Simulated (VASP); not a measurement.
ZnO (zincite), 4 atoms in the cell. The structure is hexagonal, space group P6_3mc (No. 186). Conventional cell: a = 3.081 Å, b = 3.081 Å, c = 4.991 Å, α = 90.00°, β = 90.00°, γ = 120.00°. Zn (site symmetry 3m) has 4 O at 1.88 Å within 2.5 Å. Within 2.5 Å of O (site symmetry 3m) lie 4 Zn at 1.88 Å. 

| Item | Value |
| --- | --- |
| Program | VASP 6.6.1 |
| Task | single point |
| Functional | LDA |
| Potentials or basis | VASP PAW LDA potentials, release 64 (Zn, O) |
| Cutoff | 520 eV |
| k mesh | 7 × 7 × 4 |
| Occupations | fermi-dirac, width 0.05 eV |
| Spin | no spin polarisation |
| Dipole correction | no |
| Further INCAR settings | ALGO = Normal; EDIFF = 1e-06; NBANDS = 26 |

Potentials or basis: VASP PAW LDA potentials, release 64 (Zn, O).

Run with:

```console
$ cat potpaw_LDA.64/Zn/POTCAR potpaw_LDA.64/O/POTCAR > POTCAR
$ mpirun -np 1 vasp_std > vasp.out
```

Hardware: 1 thread of AMD EPYC 7R43 64-Core Processor (Zen 3) (shared host).

Estimate the wall time of this run.

Run time: 24 s on 1 thread of AMD EPYC 7R43 64-Core Processor (Zen 3), on a shared host, peak memory 0.11 GiB. Counts: scf iterations 14, k points 24.
